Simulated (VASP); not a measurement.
# Ca in VASP: a series of runs

Ca is run at these levels: PBE; tasks: single point.

Program: VASP 6.6.1. These are calculated values, not measurements. Logs are shortened: lines on timing, memory, paths and dates and some standing lists are left out, and cuts for length are marked.

**1. The cell of the first run**

The cell holds a slab with vacuum, 5 atoms: a = 3.907 Å, b = 3.907 Å, c = 21.609 Å, α = 90.00°, β = 90.00°, γ = 120.00°.

**2. Single point, PBE**

The input, INCAR:

```
SYSTEM = Ca
PREC = Accurate
ENCUT = 520
EDIFF = 1E-6
ISMEAR = -1
SIGMA = 0.1
LREAL = .False.
LASPH = .True.
NELM = 100
ALGO = Normal
ISIF = 2
LWAVE = .False.
LCHARG = .False.
LDIPOL = .True.
IDIPOL = 3
DIPOL = 0.5 0.5 0.500
GGA = PE
NBANDS = 33
```

The input, KPOINTS:

```
regular mesh
0
Gamma
  11 11 1
  0 0 0
```

The input, POSCAR:

```
Ca
1.0
    3.9070577562      0.0000000000      0.0000000000
   -1.9535288781      3.3836112709      0.0000000000
    0.0000000000      0.0000000000     21.6087000000
Ca
5
Direct
    0.8333333333      0.1666666667      0.2082505085
    0.1666666667      0.8333333333      0.3523145704
    0.5000000000      0.5000000000      0.4999998619
    0.8333333333      0.1666666667      0.6476851874
    0.1666666667      0.8333333333      0.7917494915
```

Potentials or basis: VASP PAW PBE potentials, release 64 (Ca_sv).

The run is started by

```sh
> cat potpaw_PBE.64/Ca_sv/POTCAR > POTCAR
> mpirun -np 1 vasp_std > vasp.out
```

OUTCAR:

```text
SYSTEM = Ca
   PREC = Accurate
   ENCUT = 520
   EDIFF = 1E-6
   ISMEAR = -1
   LREAL = .False.
   LASPH = .True.
   NELM = 100
   ISIF = 2
   GGA = PE

 ion  position               nearest neighbor table
   1  0.833  0.167  0.208-
   2  0.167  0.833  0.352-
   3  0.500  0.500  0.500-
   4  0.833  0.167  0.648-
   5  0.167  0.833  0.792-

  LATTYP: Found a hexagonal cell.
 ALAT       =     3.9070577562
 C/A-ratio  =     5.5306835344

  Lattice vectors:

 A1 = (   3.9070577562,   0.0000000000,   0.0000000000)
 A2 = (  -1.9535288781,   3.3836112709,   0.0000000000)
 A3 = (   0.0000000000,   0.0000000000,  21.6087000000)

Analysis of symmetry for initial positions (statically):
=====================================================================
 Subroutine PRICEL returns:
 Original cell was already a primitive cell.

 Routine SETGRP: Setting up the symmetry group for a
 hexagonal supercell.

 Subroutine GETGRP returns: Found 12 space group operations
 (whereof  4 operations were pure point group operations)
 out of a pool of 24 trial point group operations.

The static configuration has the point symmetry C_2h.
 The point group associated with its full space group is D_3d.

Analysis of symmetry for dynamics (positions and initial velocities):
=====================================================================
 Subroutine PRICEL returns:
 Original cell was already a primitive cell.

 Routine SETGRP: Setting up the symmetry group for a
 hexagonal supercell.

 Subroutine GETGRP returns: Found 12 space group operations
 (whereof  4 operations were pure point group operations)
 out of a pool of 24 trial point group operations.

The dynamic configuration has the point symmetry C_2h.
 The point group associated with its full space group is D_3d.

 Subroutine INISYM returns: Found 12 space group operations
 (whereof  4 operations are pure point group operations),
 and found     1 'primitive' translations

----------------------------------------------------------------------------------------

                                     Primitive cell

  volume of cell :     285.6663

  direct lattice vectors                    reciprocal lattice vectors
     3.907057756  0.000000000  0.000000000     0.255947074  0.147771112  0.000000000
    -1.953528878  3.383611271  0.000000000     0.000000000  0.295542224  0.000000000
     0.000000000  0.000000000 21.608700000     0.000000000  0.000000000  0.046277657

  length of vectors
     3.907057756  3.907057756 21.608700000     0.295542224  0.295542224  0.046277657

  position of ions in fractional coordinates (direct lattice)
     0.833333333  0.166666667  0.208250509
     0.166666667  0.833333333  0.352314570
     0.500000000  0.500000000  0.499999862
     0.833333333  0.166666667  0.647685187
     0.166666667  0.833333333  0.791749491

  ion indices of the primitive-cell ions
   primitive index   ion index
                 1           1
                 2           2
                 3           3
                 4           4
                 5           5

----------------------------------------------------------------------------------------

 KPOINTS: regular mesh

Automatic generation of k-mesh.
 Grid dimensions read from file:
 generate k-points for:   11   11    1

 Generating k-lattice:

  Cartesian coordinates                     Fractional coordinates (reciprocal lattice)
     0.023267916  0.013433737  0.000000000     0.090909091  0.000000000  0.000000000
     0.000000000  0.026867475  0.000000000     0.000000000  0.090909091  0.000000000
     0.000000000  0.000000000  0.046277657     0.000000000  0.000000000  1.000000000

  Length of vectors
     0.026867475  0.026867475  0.046277657

  Shift w.r.t. Gamma in fractional coordinates (k-lattice)
     0.000000000  0.000000000  0.000000000

 Subroutine IBZKPT returns following result:
 ===========================================

 Found     16 irreducible k-points:

 Following reciprocal coordinates:
            Coordinates               Weight
  0.000000  0.000000  0.000000      1.000000
  0.090909 -0.000000  0.000000      6.000000
  0.181818 -0.000000  0.000000      6.000000
  0.272727 -0.000000  0.000000      6.000000
  0.363636 -0.000000  0.000000      6.000000
  0.454545  0.000000  0.000000      6.000000
[... 8 lines left out ...]
  0.272727  0.272727  0.000000      6.000000
  0.363636  0.272727  0.000000      6.000000
   k-points           NKPTS =     16   k-points in BZ     NKDIM =     16   number of bands    NBANDS=     33
   number of dos      NEDOS =    301   number of ions     NIONS =      5
   total plane-waves  NPLWV = 145800
   dimension x,y,z NGX =    30 NGY =   30 NGZ =  162
   dimension x,y,z NGXF=    60 NGYF=   60 NGZF=  324
   ions per type =               5
   NGX,Y,Z   is equivalent  to a cutoff of  12.77, 12.77, 12.46 a.u.
   NGXF,Y,Z  is equivalent  to a cutoff of  25.53, 25.53, 24.93 a.u.
 SYSTEM =  Ca
   PREC   = accura    normal or accurate (medium, high low for compatibility)
   ISTART =      0    job   : 0-new  1-cont  2-samecut
   ICHARG =      2    charge: 1-file 2-atom 10-const
   ISPIN  =      1    spin polarized calculation?
   LNONCOLLINEAR =      F non collinear calculations
   LSORBIT =      F    spin-orbit coupling
   LASPH  =      T    aspherical Exc in radial PAW
   ENCUT  =  520.0 eV  38.22 Ry    6.18 a.u.   7.26  7.26 40.18*2*pi/ulx,y,z
   NELM   =    100;   NELMIN=  2; NELMDL= -5     # of ELM steps
   EDIFF  = 0.1E-05   stopping-criterion for ELM
   LREAL  =      F    real-space projection
   EDIFFG = 0.1E-04   stopping-criterion for IOM
   NSW    =      0    number of steps for IOM
   IBRION =     -1    ionic relax: 0-MD 1-quasi-New 2-CG
   NFREE  =      0    steps in history (QN), initial steepest desc. (CG)
   ISIF   =      2    stress and relaxation
   ISYM   =      2    0-nonsym 1-usesym 2-fastsym
   POTIM  = 0.5000    time-step for ionic-motion
   TEBEG  =    0.0;   TEEND  =   0.0 temperature during run
   PSTRESS=    0.0 pullay stress
   NELECT =      50.0000    total number of electrons
   NUPDOWN=      -1.0000    fix difference up-down
   EMIN   =  10.00;   EMAX   =-10.00  energy-range for DOS
   EFERMI =   0.00;   METHOD = LEGACY
   ISMEAR =    -1;   SIGMA  =   0.10  broadening in eV -4-tet -1-fermi 0-gaus
   EFERMI_NEDOS =   21; number of points for ismear=-14 and -15
   IALGO  =     38    algorithm
   IMIX   =      4    mixing-type and parameters
     AMIX     =   0.40;   BMIX     =  1.00
     AMIX_MAG =   1.60;   BMIX_MAG =  1.00
  volume/ion in A,a.u.               =      57.13       385.55
  Fermi-wavevector in a.u.,A,eV,Ry     =   0.915753  1.730523 11.409903  0.838604
  Thomas-Fermi vector in A             =   2.040531
   LORBIT       =      0    0 simple, 1 ext, 2 COOP (PROOUT), +10 PAW based schemes
   GGA     = PE    functional components
   LHFCALC =     F    Hartree Fock is set to
   AEXX    =    0.0000 exact exchange contribution
   IVDW    =     0    specifies the selected vdW correction
   LEPSILON=     F    determine dielectric tensor
   LRPA    =     F    only Hartree local field effects (RPA)
 non-spin polarized calculation
  energy-cutoff  :      520.00
  volume of cell :      285.67
 maximum number of plane-waves:      7719
 NGX is ok and might be reduce to    30
   NGX = 15   NGY = 15   NGZ = 81

 number of electron      49.9999991 magnetization

 dipolmoment           0.000000      0.000000      0.000058 electrons x Angstroem

 Free energy of the ion-electron system (eV)
  ---------------------------------------------------
  ext. energy  EPLUGINS =         0.00000000
  ---------------------------------------------------
  free energy    TOTEN  =        -8.99437604 eV

  energy without entropy =       -8.77546705  energy(sigma->0) =       -8.88492155

 E-fermi :   0.8200     XC(G=0):  -6.2903

 val. band max:        0.8180073576   @ k =   0.3636   0.2727   0.0000
 cond. band min:       0.8261813227   @ k =   0.2727   0.2727   0.0000
 fundamental gap:      0.0081739651
 Fermi energy:         0.8199922304

 k-point     1 :       0.0000    0.0000    0.0000
  band No.  band energies     occupation
      1     -41.5573      2.00000
      2     -41.5565      2.00000
      3     -41.2120      2.00000
      4     -41.1589      2.00000
      5     -41.1582      2.00000
      6     -22.6034      2.00000
[... 25 lines left out ...]
     32       2.9583      0.00000
     33       2.9769      0.00000

 k-point     2 :       0.0909   -0.0000    0.0000
  band No.  band energies     occupation
      1     -41.5566      2.00000
      2     -41.5558      2.00000
      3     -41.2113      2.00000
      4     -41.1582      2.00000
      5     -41.1575      2.00000
      6     -22.6022      2.00000
[... 25 lines left out ...]
     32       2.8135      0.00000
     33       2.9644      0.00000

 k-point     3 :       0.1818   -0.0000    0.0000
  band No.  band energies     occupation
      1     -41.5547      2.00000
      2     -41.5539      2.00000
      3     -41.2093      2.00000
      4     -41.1563      2.00000
      5     -41.1557      2.00000
      6     -22.5988      2.00000
[... 25 lines left out ...]
     32       2.4813      0.00000
     33       2.6699      0.00000

 k-point     4 :       0.2727   -0.0000    0.0000
  band No.  band energies     occupation
      1     -41.5522      2.00000
      2     -41.5514      2.00000
      3     -41.2066      2.00000
      4     -41.1538      2.00000
      5     -41.1532      2.00000
      6     -22.5944      2.00000
[... 385 lines left out ...]
     32       1.7399      0.00020
     33       1.9198      0.00003

 k-point    15 :       0.2727    0.2727    0.0000
  band No.  band energies     occupation
      1     -41.5478      2.00000
      2     -41.5470      2.00000
      3     -41.2020      2.00000
      4     -41.1495      2.00000
      5     -41.1489      2.00000
      6     -22.5867      2.00000
[... 25 lines left out ...]
     32       1.6669      0.00042
     33       1.9709      0.00002

 k-point    16 :       0.3636    0.2727    0.0000
  band No.  band energies     occupation
      1     -41.5474      2.00000
      2     -41.5466      2.00000
      3     -41.2015      2.00000
      4     -41.1490      2.00000
      5     -41.1485      2.00000
      6     -22.5858      2.00000
[... 25 lines left out ...]
     32       1.8174      0.00009
     33       1.8611      0.00006

------------------------ aborting loop because EDIFF is reached ----------------------------------------

 vacuum level on the upper side and lower side of the slab       (xc-potential included)        -1.127        -1.127

  FORCE on cell =-STRESS in cart. coord.  units (eV):
  Direction    XX          YY          ZZ          XY          YZ          ZX
  --------------------------------------------------------------------------------------
  -------------------------------------------------------------------------------------
  Total        0.1589393      0.1589393     -0.0393371      0.0000000      0.0000000      0.0000000
  in kB        0.8914210      0.8914210     -0.2206245      0.0000000      0.0000000      0.0000000
  external PRESSURE =       0.5207391 kB  Pullay stress =       0.0000000 kB

 VOLUME and BASIS-vectors are now :
 -----------------------------------------------------------------------------
  energy-cutoff  :      520.00
  volume of cell :      285.67
      direct lattice vectors                 reciprocal lattice vectors
     3.907057756  0.000000000  0.000000000     0.255947074  0.147771112  0.000000000
    -1.953528878  3.383611271  0.000000000     0.000000000  0.295542224  0.000000000
     0.000000000  0.000000000 21.608700000     0.000000000  0.000000000  0.046277657

 POSITION                                       TOTAL-FORCE (eV/Angst)
 -----------------------------------------------------------------------------------
      2.93029      0.56394      4.50002        -0.000000     -0.000000     -0.003043
     -0.97676      2.81968      7.61306         0.000000      0.000000      0.002564
      0.97676      1.69181     10.80435        -0.000000     -0.000000      0.000000
      2.93029      0.56394     13.99563         0.000000     -0.000000     -0.002564
     -0.97676      2.81968     17.10868         0.000000      0.000000      0.003043
 -----------------------------------------------------------------------------------
    total drift:                               -0.000001      0.000001      0.010124

  FREE ENERGIE OF THE ION-ELECTRON SYSTEM (eV)
  ---------------------------------------------------
  free  energy   TOTEN  =        -8.9943760409 eV

  energy  without entropy=       -8.7754670495  energy(sigma->0) =       -8.88492155

 vacuum level on the upper side and lower side of the slab         2.629         2.629
```

Run time: 5.4 min. Hardware: 1 thread of Oxide Virtual Turin-like, shared host; peak memory 0.39 GiB.

Results:

```
Free energy            : -8.9944 eV
Largest force          : 0.003 eV/Å
Band gap on the k mesh : zero (bands 25 and 26 overlap by 0.24 eV)
```

Forces in eV/Å, atoms in the order of the input:
```
Ca   0.000  0.000 -0.003
Ca   0.000  0.000  0.003
Ca   0.000  0.000  0.000
Ca   0.000  0.000 -0.003
Ca   0.000  0.000  0.003
```

Levels at points of the mesh, in eV from the Fermi level:
```
           k point  band 21  band 22  band 23  band 24  band 25  band 26  band 27  band 28  band 29  band 30
(0.00, 0.00, 0.00)    -3.94    -3.61    -3.02    -2.25    -1.47    -0.04     0.23     0.83     1.21     1.82
```

**3. Single point, PBE**

The input, INCAR:

```
PREC     = Accurate       # precision mode
ENCUT    = 520            # plane-wave cutoff, eV
EDIFF    = 1E-6           # SCF threshold, eV
ISMEAR   = -1             # smearing method
SIGMA    = 0.1            # smearing width, eV
LREAL    = F              # projectors in reciprocal space
LASPH    = T              # aspherical terms in the spheres
NELM     = 80             # most SCF steps
ALGO     = Normal         # electronic algorithm
ISIF     = 2              # what is computed and relaxed
LWAVE    = F              # write WAVECAR
LCHARG   = T              # write CHGCAR
LDIPOL   = T            
IDIPOL   = 3            
DIPOL    = 0.5 0.5 0.500
GGA      = PE             # functional
LELF     = T              # ELF
LVHAR    = T            
LVACPOTAV= T            
NBANDS   = 33             # bands
```

The input, KPOINTS:

```
Automatic mesh
0
Gamma
  11 11 1
```

POSCAR is that of step 2.

Potentials or basis: VASP PAW PBE potentials, release 64 (Ca_sv).

The run is started by

```sh
> cat potpaw_PBE.64/Ca_sv/POTCAR > POTCAR
> mpirun -np 1 vasp_std > vasp.out
```

Run time: 5.7 min. Hardware: 1 thread of Oxide Virtual Turin-like, shared host; peak memory 0.4 GiB.

The run converged. Its results:

- Free energy: -8.9944 eV
- Largest force: 0.003 eV/Å
- Band gap on the k mesh: zero (bands 25 and 26 overlap by 0.24 eV)

Forces on the atoms (eV/Å):
```
Ca   0.000  0.000 -0.003
Ca   0.000  0.000  0.003
Ca   0.000  0.000  0.000
Ca   0.000  0.000 -0.003
Ca   0.000  0.000  0.003
```

Levels at points of the mesh, in eV from the Fermi level:
| k point | band 22 | band 23 | band 24 | band 25 | band 26 | band 27 | band 28 | band 29 |
| --- | --- | --- | --- | --- | --- | --- | --- | --- |
| (0.00, 0.00, 0.00) | -3.61 | -3.02 | -2.25 | -1.47 | -0.04 | 0.23 | 0.83 | 1.21 |

**4. Single point, PBE**

This run uses another cell than the first one.

The input, INCAR:

```
PREC     = Accurate       # precision mode
ENCUT    = 520            # plane-wave cutoff, eV
EDIFF    = 1E-6           # SCF threshold, eV
ISMEAR   = -1             # smearing method
SIGMA    = 0.1            # smearing width, eV
LREAL    = False          # projectors in reciprocal space
LASPH    = True           # aspherical terms in the spheres
NELM     = 80             # most SCF steps
ALGO     = Normal         # electronic algorithm
ISIF     = 2              # what is computed and relaxed
LWAVE    = False          # write WAVECAR
LCHARG   = False          # write CHGCAR
LDIPOL   = True         
IDIPOL   = 3            
DIPOL    = 0.5 0.5 0.500
GGA      = PE             # functional
NBANDS   = 33             # bands
```

The input, KPOINTS:

```
regular mesh
0
Gamma
  11 11 1
```

The input, POSCAR:

```
Ca
1.0
    3.9070577562      0.0000000000      0.0000000000
   -1.9535288781      3.3836112709      0.0000000000
    0.0000000000      0.0000000000     32.7604000000
Ca
5
Direct
    0.8333333330      0.1666666670      0.3052466212
    0.1666666670      0.8333333330      0.4026233103
    0.5000000000      0.5000000000      0.5000000000
    0.8333333330      0.1666666670      0.5973766897
    0.1666666670      0.8333333330      0.6947533788
```

The run is started by

```sh
> cat potpaw_PBE.64/Ca_sv/POTCAR > POTCAR
> mpirun -np 1 vasp_std > vasp.out
```

Wall time 8.8 min (1 thread of Oxide Virtual Turin-like, shared host); peak memory 0.54 GiB.

Results (log left out):

- Free energy: -8.9901 eV
- Largest force: 0.068 eV/Å
- Band gap on the k mesh: zero (bands 25 and 26 overlap by 0.32 eV)

Forces in eV/Å, atoms in the order of the input:
```
Ca   0.000  0.000  0.062
Ca   0.000  0.000 -0.068
Ca   0.000  0.000  0.000
Ca   0.000  0.000  0.068
Ca   0.000  0.000 -0.062
```

Levels at points of the mesh, in eV from the Fermi level:
| k point | band 21 | band 22 | band 23 | band 24 | band 25 | band 26 | band 27 | band 28 | band 29 | band 30 |
| --- | --- | --- | --- | --- | --- | --- | --- | --- | --- | --- |
| (0.00, 0.00, 0.00) | -3.93 | -3.58 | -3.02 | -2.27 | -1.48 | -0.11 | 0.30 | 0.76 | 1.21 | 1.72 |
